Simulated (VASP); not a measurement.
Runs of VASP 6.6.1 on Pd. The structure is that of space group Fm-3m (No. 225), or close to it. The cells are those of the table. 

```csv
task,cell,cutoff (eV),gap on the mesh (eV),pressure (GPa)
single point,"a = 2.817 Å, angles 60.0°, 1 atom",550,none,-8.8
single point,"a = 2.707 Å, angles 60.0°, 1 atom",550,none,(a)
relaxation of cell and atoms,"relaxed from a = 2.753 Å, angles 60.0°, 1 atom",600,none,0.1
single point,"a = 2.763 Å, angles 60.0°, 1 atom",520,none,0.7
```

Alike in all rows: level r2SCAN; potentials or basis VASP PAW PBE potentials, release 64 (Pd); no spin polarisation; k mesh 18 × 18 × 18; smearing gaussian 0.1 eV.

Problem. Fill in the values left out.

Solution. (a) 14.6.

Caveats: the PAW data sets were made with another functional, which shifts forces and pressure a little.

A k mesh can miss the band edges, and the runs leave out spin-orbit coupling on Pd.

A gap of «none» marks levels without a gap at the run's occupations.
